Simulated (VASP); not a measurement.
# Bi (P4_2/mcm) in VASP: further runs

The runs below take Bi through single point, relaxation of cell and atoms, with PBE.

Program: VASP 6.6.1. These are calculated values, not measurements. Logs are shortened: lines on timing, memory, paths and dates and some standing lists are left out, and cuts for length are marked.

## Step 1: The cell of the first run

The structure is tetragonal, space group P4_2/mcm (No. 132). The conventional cell has a = 4.819 Å, b = 4.819 Å, c = 5.439 Å, α = 90.00°, β = 90.00°, γ = 90.00°. Bi (site symmetry m2m) has 12 Bi at 3.36 to 3.65 Å within 4.4 Å.

The cell was built from a structure type or drawn by symmetry, and may not be a known phase.

## Step 2: Single point, PBE

The input, INCAR:

```
PREC = Accurate
ENCUT = 520
EDIFF = 1E-6
ISMEAR = 0
SIGMA = 0.1
LREAL = F
LASPH = T
NELM = 60
ALGO = Fast
ISIF = 2
LWAVE = F
LCHARG = F
GGA = PE
NBANDS = 38
```

The input, KPOINTS:

```
Automatic mesh
0
Gamma
  6 6 2
```

The input, POSCAR:

```
Bi
1.0
    4.8190629302      0.0000000000      0.0000000000
    0.0000000000      4.8190629302      0.0000000000
    0.0000000000      0.0000000000      5.4389691996
Bi
4
Direct
    0.7531906956      0.7531906956      0.5000000000
    0.2468093044      0.2468093044      0.5000000000
    0.2468093044      0.7531906956      0.0000000000
    0.7531906956      0.2468093044      0.0000000000
```

Potentials or basis: VASP PAW PBE potentials, release 64 (Bi_d).

The run is started by

```sh
cat potpaw_PBE.64/Bi_d/POTCAR > POTCAR
mpirun -np 1 vasp_std > vasp.out
```

OUTCAR:

```text
PREC = Accurate
   ENCUT = 520
   EDIFF = 1E-6
   ISMEAR = 0
   LREAL = F
   LASPH = T
   NELM = 60
   ISIF = 2
   GGA = PE

 ion  position               nearest neighbor table
   1  0.753  0.753  0.500-   2 3.36   2 3.41   2 3.41   2 3.45   4 3.61   3 3.61   4 3.61   3 3.61
                             4 3.65   3 3.65   3 3.65   4 3.65
   2  0.247  0.247  0.500-   1 3.36   1 3.41   1 3.41   1 3.45   3 3.61   4 3.61   3 3.61   4 3.61
                             4 3.65   3 3.65   3 3.65   4 3.65
   3  0.247  0.753  0.000-   4 3.36   4 3.41   4 3.41   4 3.45   1 3.61   1 3.61   2 3.61   2 3.61
                             1 3.65   2 3.65   1 3.65   2 3.65
   4  0.753  0.247  0.000-   3 3.36   3 3.41   3 3.41   3 3.45   1 3.61   2 3.61   2 3.61   1 3.61
                             1 3.65   2 3.65   1 3.65   2 3.65

  LATTYP: Found a simple tetragonal cell.
 ALAT       =     4.8190629302
 C/A-ratio  =     1.1286362678

  Lattice vectors:

 A1 = (   4.8190629302,   0.0000000000,   0.0000000000)
 A2 = (   0.0000000000,   4.8190629302,   0.0000000000)
 A3 = (   0.0000000000,   0.0000000000,   5.4389691996)

Analysis of symmetry for initial positions (statically):
=====================================================================
 Subroutine PRICEL returns:
 Original cell was already a primitive cell.

 Routine SETGRP: Setting up the symmetry group for a
 simple tetragonal supercell.

 Subroutine GETGRP returns: Found 16 space group operations
 (whereof  8 operations were pure point group operations)
 out of a pool of 16 trial point group operations.

The static configuration has the point symmetry D_2h.
 The point group associated with its full space group is D_4h.

Analysis of symmetry for dynamics (positions and initial velocities):
=====================================================================
 Subroutine PRICEL returns:
 Original cell was already a primitive cell.

 Routine SETGRP: Setting up the symmetry group for a
 simple tetragonal supercell.

 Subroutine GETGRP returns: Found 16 space group operations
 (whereof  8 operations were pure point group operations)
 out of a pool of 16 trial point group operations.

The dynamic configuration has the point symmetry D_2h.
 The point group associated with its full space group is D_4h.

 Subroutine INISYM returns: Found 16 space group operations
 (whereof  8 operations are pure point group operations),
 and found     1 'primitive' translations

----------------------------------------------------------------------------------------

                                     Primitive cell

  volume of cell :     126.3112

  direct lattice vectors                    reciprocal lattice vectors
     4.819062930  0.000000000  0.000000000     0.207509222  0.000000000  0.000000000
     0.000000000  4.819062930  0.000000000     0.000000000  0.207509222  0.000000000
     0.000000000  0.000000000  5.438969200     0.000000000  0.000000000  0.183858368

  length of vectors
     4.819062930  4.819062930  5.438969200     0.207509222  0.207509222  0.183858368

  position of ions in fractional coordinates (direct lattice)
     0.753190696  0.753190696  0.500000000
     0.246809304  0.246809304  0.500000000
     0.246809304  0.753190696  0.000000000
     0.753190696  0.246809304  0.000000000

  ion indices of the primitive-cell ions
   primitive index   ion index
                 1           1
                 2           2
                 3           3
                 4           4

----------------------------------------------------------------------------------------

 KPOINTS: Automatic mesh

Automatic generation of k-mesh.
 Grid dimensions read from file:
 generate k-points for:    6    6    2

 Generating k-lattice:

  Cartesian coordinates                     Fractional coordinates (reciprocal lattice)
     0.034584870  0.000000000  0.000000000     0.166666667  0.000000000  0.000000000
     0.000000000  0.034584870  0.000000000     0.000000000  0.166666667  0.000000000
     0.000000000  0.000000000  0.091929184     0.000000000  0.000000000  0.500000000

  Length of vectors
     0.034584870  0.034584870  0.091929184

  Shift w.r.t. Gamma in fractional coordinates (k-lattice)
     0.000000000  0.000000000  0.000000000

 Subroutine IBZKPT returns following result:
 ===========================================

 Found     20 irreducible k-points:

 Following reciprocal coordinates:
            Coordinates               Weight
  0.000000  0.000000  0.000000      1.000000
  0.166667  0.000000  0.000000      4.000000
  0.333333  0.000000  0.000000      4.000000
  0.500000  0.000000  0.000000      2.000000
  0.166667  0.166667  0.000000      4.000000
  0.333333  0.166667  0.000000      8.000000
[... 12 lines left out ...]
  0.500000  0.333333  0.500000      4.000000
  0.500000  0.500000  0.500000      1.000000
   k-points           NKPTS =     20   k-points in BZ     NKDIM =     20   number of bands    NBANDS=     38
   number of dos      NEDOS =    301   number of ions     NIONS =      4
   total plane-waves  NPLWV =  51840
   dimension x,y,z NGX =    36 NGY =   36 NGZ =   40
   dimension x,y,z NGXF=    72 NGYF=   72 NGZF=   80
   ions per type =               4
   NGX,Y,Z   is equivalent  to a cutoff of  12.42, 12.42, 12.23 a.u.
   NGXF,Y,Z  is equivalent  to a cutoff of  24.84, 24.84, 24.45 a.u.
 SYSTEM =  unknown system
   PREC   = accura    normal or accurate (medium, high low for compatibility)
   ISTART =      0    job   : 0-new  1-cont  2-samecut
   ICHARG =      2    charge: 1-file 2-atom 10-const
   ISPIN  =      1    spin polarized calculation?
   LNONCOLLINEAR =      F non collinear calculations
   LSORBIT =      F    spin-orbit coupling
   LASPH  =      T    aspherical Exc in radial PAW
   ENCUT  =  520.0 eV  38.22 Ry    6.18 a.u.   8.96  8.96 10.11*2*pi/ulx,y,z
   NELM   =     60;   NELMIN=  2; NELMDL= -5     # of ELM steps
   EDIFF  = 0.1E-05   stopping-criterion for ELM
   LREAL  =      F    real-space projection
   EDIFFG = 0.1E-04   stopping-criterion for IOM
   NSW    =      0    number of steps for IOM
   IBRION =     -1    ionic relax: 0-MD 1-quasi-New 2-CG
   NFREE  =      0    steps in history (QN), initial steepest desc. (CG)
   ISIF   =      2    stress and relaxation
   ISYM   =      2    0-nonsym 1-usesym 2-fastsym
   POTIM  = 0.5000    time-step for ionic-motion
   TEBEG  =    0.0;   TEEND  =   0.0 temperature during run
   PSTRESS=    0.0 pullay stress
   NELECT =      60.0000    total number of electrons
   NUPDOWN=      -1.0000    fix difference up-down
   EMIN   =  10.00;   EMAX   =-10.00  energy-range for DOS
   EFERMI =   0.00;   METHOD = LEGACY
   ISMEAR =     0;   SIGMA  =   0.10  broadening in eV -4-tet -1-fermi 0-gaus
   EFERMI_NEDOS =   21; number of points for ismear=-14 and -15
   IALGO  =     68    algorithm
   IMIX   =      4    mixing-type and parameters
     AMIX     =   0.40;   BMIX     =  1.00
     AMIX_MAG =   1.60;   BMIX_MAG =  1.00
  volume/ion in A,a.u.               =      31.58       213.10
  Fermi-wavevector in a.u.,A,eV,Ry     =   1.277354  2.413849 22.199722  1.631634
  Thomas-Fermi vector in A             =   2.409958
   LORBIT       =      0    0 simple, 1 ext, 2 COOP (PROOUT), +10 PAW based schemes
   GGA     = PE    functional components
   LHFCALC =     F    Hartree Fock is set to
   AEXX    =    0.0000 exact exchange contribution
   IVDW    =     0    specifies the selected vdW correction
   LEPSILON=     F    determine dielectric tensor
   LRPA    =     F    only Hartree local field effects (RPA)
 non-spin polarized calculation
 RMM-DIIS sequential band-by-band and
 Gauss-broadening in eV      SIGMA  =   0.10
  energy-cutoff  :      520.00
  volume of cell :      126.31
 maximum number of plane-waves:      3448
 NGX is ok and might be reduce to    36
   NGX = 17   NGY = 17   NGZ = 21

 number of electron      59.9999998 magnetization

 Free energy of the ion-electron system (eV)
  ---------------------------------------------------
  ext. energy  EPLUGINS =         0.00000000
  ---------------------------------------------------
  free energy    TOTEN  =       -15.08246606 eV

  energy without entropy =      -15.07463485  energy(sigma->0) =      -15.07855045

 E-fermi :   7.7259     XC(G=0): -10.2222

 val. band max:        7.6575054113   @ k =   0.5000   0.3333   0.0000
 cond. band min:       7.7966851254   @ k =   0.5000   0.3333   0.0000
 fundamental gap:      0.1391797141
 Fermi energy:         7.7259486840

 k-point     1 :       0.0000    0.0000    0.0000
  band No.  band energies     occupation
      1     -15.3749      2.00000
      2     -15.3333      2.00000
      3     -15.3328      2.00000
      4     -15.3274      2.00000
      5     -15.2988      2.00000
      6     -15.2915      2.00000
[... 30 lines left out ...]
     37      12.7179      0.00000
     38      12.7741      0.00000

 k-point     2 :       0.1667    0.0000    0.0000
  band No.  band energies     occupation
      1     -15.3556      2.00000
      2     -15.3274      2.00000
      3     -15.3204      2.00000
      4     -15.3109      2.00000
      5     -15.2901      2.00000
      6     -15.2830      2.00000
[... 30 lines left out ...]
     37      12.0282      0.00000
     38      12.5487      0.00000

 k-point     3 :       0.3333    0.0000    0.0000
  band No.  band energies     occupation
      1     -15.3119      2.00000
      2     -15.3024      2.00000
      3     -15.2855      2.00000
      4     -15.2685      2.00000
      5     -15.2684      2.00000
      6     -15.2655      2.00000
[... 30 lines left out ...]
     37      12.9789      0.00000
[... 617 lines left out ...]
 k-point    19 :       0.5000    0.3333    0.5000
  band No.  band energies     occupation
      1     -15.2918      2.00000
      2     -15.2918      2.00000
      3     -15.2908      2.00000
      4     -15.2908      2.00000
      5     -15.2639      2.00000
      6     -15.2639      2.00000
[... 30 lines left out ...]
     37      14.9379      0.00000
     38      14.9446      0.00000

 k-point    20 :       0.5000    0.5000    0.5000
  band No.  band energies     occupation
      1     -15.3012      2.00000
      2     -15.3012      2.00000
      3     -15.3005      2.00000
      4     -15.3005      2.00000
      5     -15.2684      2.00000
      6     -15.2684      2.00000
[... 30 lines left out ...]
     37      14.4499      0.00000
     38      14.4505      0.00000

------------------------ aborting loop because EDIFF is reached ----------------------------------------

  FORCE on cell =-STRESS in cart. coord.  units (eV):
  Direction    XX          YY          ZZ          XY          YZ          ZX
  --------------------------------------------------------------------------------------
  -------------------------------------------------------------------------------------
  Total        0.0567586      0.0567586     -0.0689306      0.0000000      0.0000000      0.0000000
  in kB        0.7199474      0.7199474     -0.8743410      0.0000000      0.0000000      0.0000000
  external PRESSURE =       0.1885179 kB  Pullay stress =       0.0000000 kB

 VOLUME and BASIS-vectors are now :
 -----------------------------------------------------------------------------
  energy-cutoff  :      520.00
  volume of cell :      126.31
      direct lattice vectors                 reciprocal lattice vectors
     4.819062930  0.000000000  0.000000000     0.207509222  0.000000000  0.000000000
     0.000000000  4.819062930  0.000000000     0.000000000  0.207509222  0.000000000
     0.000000000  0.000000000  5.438969200     0.000000000  0.000000000  0.183858368

 POSITION                                       TOTAL-FORCE (eV/Angst)
 -----------------------------------------------------------------------------------
      3.62967      3.62967      2.71948        -0.000407     -0.000407     -0.000000
      1.18939      1.18939      2.71948         0.000407      0.000407      0.000000
      1.18939      3.62967      0.00000         0.000407     -0.000407      0.000000
      3.62967      1.18939      0.00000        -0.000407      0.000407      0.000000
 -----------------------------------------------------------------------------------
    total drift:                                0.000000      0.000000      0.000000

  FREE ENERGIE OF THE ION-ELECTRON SYSTEM (eV)
  ---------------------------------------------------
  free  energy   TOTEN  =       -15.0824660615 eV

  energy  without entropy=      -15.0746348484  energy(sigma->0) =      -15.07855045
```

It took 78 s on 1 thread of Intel Xeon Platinum 8375C at 2.90GHz (Ice Lake), shared host; peak memory 0.24 GiB.

Results:

| Property | Result |
| --- | --- |
| Free energy | -15.0825 eV |
| Pressure | 0.0 GPa |
| Band gap on the k mesh | zero (bands 30 and 31 overlap by 3.61 eV) |

Stress tensor (GPa, compression positive):
```
 0.07  0.00  0.00
 0.00  0.07  0.00
 0.00  0.00 -0.09
```

Caveat: the k points lie up to 0.58 Å⁻¹ apart, too coarse for converged energies and pressures of a metal; spin-orbit coupling is left out, which moves the levels of the heavy elements.

## Step 3: Single point, PBE

INCAR is that of step 2.

KPOINTS is that of step 2.

The input, POSCAR:

```
Bi
1.0
    4.8190410724      0.0000000000      0.0000000000
    0.0000000000      4.8190410724      0.0000000000
    0.0000000000      0.0000000000      5.4391462320
Bi
4
Direct
    0.7531878825      0.7531878825      0.5000000000
    0.2468121175      0.2468121175      0.5000000000
    0.2468121175      0.7531878825      0.0000000000
    0.7531878825      0.2468121175      0.0000000000
```

Potentials or basis: VASP PAW PBE potentials, release 64 (Bi_d).

The run is started by

```sh
cat potpaw_PBE.64/Bi_d/POTCAR > POTCAR
mpirun -np 1 vasp_std > vasp.out
```

OUTCAR:

```text
PREC = Accurate
   ENCUT = 520
   EDIFF = 1E-6
   ISMEAR = 0
   LREAL = F
   LASPH = T
   NELM = 60
   ISIF = 2
   GGA = PE

 ion  position               nearest neighbor table
   1  0.753  0.753  0.500-   2 3.36   2 3.41   2 3.41   2 3.45   4 3.61   3 3.61   4 3.61   3 3.61
                             4 3.65   3 3.65   3 3.65   4 3.65
   2  0.247  0.247  0.500-   1 3.36   1 3.41   1 3.41   1 3.45   3 3.61   4 3.61   3 3.61   4 3.61
                             4 3.65   3 3.65   3 3.65   4 3.65
   3  0.247  0.753  0.000-   4 3.36   4 3.41   4 3.41   4 3.45   1 3.61   1 3.61   2 3.61   2 3.61
                             1 3.65   2 3.65   1 3.65   2 3.65
   4  0.753  0.247  0.000-   3 3.36   3 3.41   3 3.41   3 3.45   1 3.61   2 3.61   2 3.61   1 3.61
                             1 3.65   2 3.65   1 3.65   2 3.65

  LATTYP: Found a simple tetragonal cell.
 ALAT       =     4.8190410724
 C/A-ratio  =     1.1286781229

  Lattice vectors:

 A1 = (   4.8190410724,   0.0000000000,   0.0000000000)
 A2 = (   0.0000000000,   4.8190410724,   0.0000000000)
 A3 = (   0.0000000000,   0.0000000000,   5.4391462320)

Analysis of symmetry for initial positions (statically):
[... 177 lines left out ...]

 val. band max:        7.6572688495   @ k =   0.5000   0.3333   0.0000
 cond. band min:       7.7963176857   @ k =   0.5000   0.3333   0.0000
 fundamental gap:      0.1390488361
 Fermi energy:         7.7256564308

 k-point     1 :       0.0000    0.0000    0.0000
  band No.  band energies     occupation
      1     -15.3751      2.00000
      2     -15.3335      2.00000
      3     -15.3331      2.00000
      4     -15.3277      2.00000
      5     -15.2991      2.00000
      6     -15.2918      2.00000
[... 809 lines left out ...]
     37      14.4492      0.00000
     38      14.4497      0.00000

------------------------ aborting loop because EDIFF is reached ----------------------------------------

  FORCE on cell =-STRESS in cart. coord.  units (eV):
  Direction    XX          YY          ZZ          XY          YZ          ZX
  --------------------------------------------------------------------------------------
  -------------------------------------------------------------------------------------
  Total        0.0566003      0.0566003     -0.0716218      0.0000000      0.0000000      0.0000000
  in kB        0.7179218      0.7179218     -0.9084556      0.0000000      0.0000000      0.0000000
  external PRESSURE =       0.1757960 kB  Pullay stress =       0.0000000 kB

 VOLUME and BASIS-vectors are now :
 -----------------------------------------------------------------------------
  energy-cutoff  :      520.00
  volume of cell :      126.31
      direct lattice vectors                 reciprocal lattice vectors
     4.819041072  0.000000000  0.000000000     0.207510163  0.000000000  0.000000000
     0.000000000  4.819041072  0.000000000     0.000000000  0.207510163  0.000000000
     0.000000000  0.000000000  5.439146232     0.000000000  0.000000000  0.183852384

 POSITION                                       TOTAL-FORCE (eV/Angst)
 -----------------------------------------------------------------------------------
      3.62964      3.62964      2.71957        -0.000388     -0.000388     -0.000000
      1.18940      1.18940      2.71957         0.000388      0.000388      0.000000
      1.18940      3.62964      0.00000         0.000388     -0.000388     -0.000000
      3.62964      1.18940      0.00000        -0.000388      0.000388     -0.000000
 -----------------------------------------------------------------------------------
    total drift:                                0.000000      0.000000     -0.000000

  FREE ENERGIE OF THE ION-ELECTRON SYSTEM (eV)
  ---------------------------------------------------
  free  energy   TOTEN  =       -15.0824632616 eV

  energy  without entropy=      -15.0746281842  energy(sigma->0) =      -15.07854572
```

stdout:

```text
POSCAR found type information on POSCAR Bi
 POSCAR found :  1 types and       4 ions
 scaLAPACK will be used
 LDA part: xc-table for (Slater+PW92), standard interpolation
 POSCAR, INCAR and KPOINTS ok, starting setup
 FFT: planning ... GRIDC
 FFT: planning ... GRID_SOFT
 FFT: planning ... GRID
 WAVECAR not read
 entering main loop
```

Wall time 67 s (1 thread of Intel Xeon Platinum 8259CL at 2.50GHz (Skylake/Cascade Lake), shared host); peak memory 0.24 GiB.

What came out:

| Property | Result |
| --- | --- |
| Free energy | -15.0825 eV |
| Pressure | 0.0 GPa |
| Band gap on the k mesh | zero (bands 30 and 31 overlap by 3.61 eV) |

Stress tensor (GPa, compression positive):
```
 0.07  0.00  0.00
 0.00  0.07  0.00
 0.00  0.00 -0.09
```

Caveat: the k points lie up to 0.58 Å⁻¹ apart, too coarse for converged energies and pressures of a metal; spin-orbit coupling is left out, which moves the levels of the heavy elements.

(Part 1 of 2 ends here.)
